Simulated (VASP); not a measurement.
The system is Ru.

```
Ru
1.0
    -1.48008    1.48008    1.48008
     1.48008   -1.48008    1.48008
     1.48008    1.48008   -1.48008
Ru
1
Direct
  0.00000 0.00000 0.00000
```

This cell differs from its parent crystal: volume scaled by 0.96.

Base run:

```yaml
Program: VASP 6.6.1
Functional: LDA
Potentials_or_basis: VASP PAW LDA potentials, release 64 (Ru_sv)
Cutoff: 600 eV
k_mesh: 17 × 17 × 17
Occupations: fermi-dirac, width 0.1 eV
Spin: no spin polarisation
```

Its results: band gap on the k mesh zero (band 8 reaches 18.01 eV, above the bottom of band 9 at 14.14 eV); pressure 15.6 GPa.

Question: The run is repeated on the same cell with these changes: potentials or basis from VASP PAW LDA potentials, release 64 (Ru_sv) to VASP PAW LDA potentials, release 64 (Ru_pv); cutoff from 600 eV to 520 eV; further incar settings from ALGO = Normal; EDIFF = 1e-06; NBANDS = 14 to ALGO = Normal; EDIFF = 1e-06; NBANDS = 13; valence electrons from 16 to 14. What comes out?

Answer: Band gap on the k mesh zero (band 7 reaches 15.65 eV, above the bottom of band 8 at 11.78 eV); pressure 16.1 GPa.
